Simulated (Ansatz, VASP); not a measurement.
# One calculation of Te2Mo, two programs

Contents of INCAR:

```
SYSTEM = Te2Mo
ALGO = Normal ; EDIFF = 1E-6
ENCUT = 520 ; ISIF = 2
ISMEAR = -1 ; LASPH = .TRUE.
LCHARG = .TRUE. ; LELF = .TRUE.
LREAL = .FALSE. ; LVHAR = .TRUE.
LWAVE = .FALSE. ; NBANDS = 20
NELM = 60 ; PREC = Accurate
SIGMA = 0.05
```

The input KPOINTS:

```
k-points
0
G
  9 9 2
  0 0 0
```

POSCAR

```
Te2Mo
1.0
    3.5838112019      0.0000000000      0.0000000000
   -1.7919056009      3.1036715432      0.0000000000
    0.0000000000      0.0000000000     17.6401145653
Te Mo
2 1
Direct
    0.3333333333      0.6666666667      0.1021445500
    0.3333333333      0.6666666667      0.8978554500
    0.0000000000      0.0000000000      0.0000000000
```

The input input.yaml:

```yaml
crystal:
  lattice:
    - [3.5838112019, 0.0, 0.0]
    - [-1.7919056009, 3.1036715432, 0.0]
    - [0.0, 0.0, 17.6401145653]
  atoms:
    - { symbol: Te, position: [0.3333333333, 0.6666666667, 0.10214455] }
    - { symbol: Te, position: [0.3333333333, 0.6666666667, 0.89785545] }
    - { symbol: Mo, position: [0.0, 0.0, 0.0] }
hamiltonian:
  xc: lda
  pseudopotentials: { kind: paw }
kpoints:
  mp_grid: { grid: [9, 9, 2] }
scf:
  occupations: { method: fermi_dirac, width: 0.05 }
output:
  forces: true
  stress: true
  eigenvalues: true
  write_density: true
  write_potential: true
  elf: true
  volumetric_format: npy
```

Alike in both runs: task single point; functional LDA; k mesh 9 × 9 × 2; occupations fermi-dirac, width 0.05 eV; no spin polarisation.

|  | VASP | Ansatz |
| --- | --- | --- |
| version | VASP 6.6.1 | Ansatz 0.2.0 |
| potentials or method | VASP PAW LDA potentials, release 64 (Te, Mo_sv) | Ansatz PAW |
| plane-wave cutoff (eV) | 520 | 420 |
| valence electrons in the cell | 26 | 46 |

```csv
,VASP,Ansatz,Ansatz less VASP
gap on the k mesh at the Fermi level (eV),1.01,1.01,-0.001
least direct gap on the mesh (eV),1.01,1.01,-0.001
rms of the force components (eV/Å),0.299,0.322,+0.0231
```

LDA's correlation is that of Perdew and Zunger in VASP and of Perdew and Wang (1992) in Ansatz. Atom by atom the forces differ by 0.023 eV/Å (rms over components). VASP's potentials hold 26 valence electrons a cell and Ansatz's 46, so a difference there can come from the potentials and not from the codes.

Neither program's run includes spin-orbit coupling. Noted on Ansatz's run: odd divisions of the mesh miss points on the zone boundary, where band edges often lie, so the gap on the mesh can be too wide.
